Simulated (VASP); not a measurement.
Crystal: LiTc.

```xyz
2
Lattice="3.2850 0.0000 0.0000 0.0000 3.2850 0.0000 0.0000 0.0000 3.2850" Properties=species:S:1:pos:R:3 pbc="T T T"
Tc    0.0000    0.0000    0.0000
Li    1.6425    1.6425    1.6425
```

```yaml
Program: VASP 6.6.1
Task: relaxation of volume and atoms at fixed shape
Functional: PBEsol
Potentials_or_basis: VASP PAW PBE potentials, release 64 (Tc_pv, Li_sv)
Cutoff: 600 eV
k_mesh: 7 × 7 × 7
Occupations: gaussian, width 0.1 eV
Spin: no spin polarisation
```

At the start: pressure -21.7 GPa; volume 17.72 Å³/atom.

**Question.** Where does the relaxation end?

**Answer.** Over 3 steps the energy falls by 562.6 meV/atom and the volume is 11.98 Å³/atom (-32.4 %); space group Pm-3m (No. 221, to 0.05 Å).

The path:
```
step  energy change (eV)  largest force (eV/Å)  pressure (GPa)  volume (Å³)
   1              0.0000                0.0000          -21.75        35.45
   2             -1.1203                0.0000           -2.92        24.48
   3             -1.1253                0.0000           -0.18        23.96
```

Final structure:
```yaml
crystal:
  lattice:
    - [2.88271, 0.00000, 0.00000]
    - [0.00000, 2.88271, 0.00000]
    - [0.00000, 0.00000, 2.88271]
  atoms:
    - { symbol: Tc, position: [0.00000, 0.00000, 0.00000] }
    - { symbol: Li, position: [0.50000, 0.50000, 0.50000] }
```

Caveat: the cutoff is under 1.25 times the usual one of these potentials, so pressure, stress and relaxed cells hold a basis-set (Pulay) error; the volume moved by over 15 % at a fixed basis, so the end points are rough; the PAW data sets were made with another functional, which shifts forces and pressure a little.
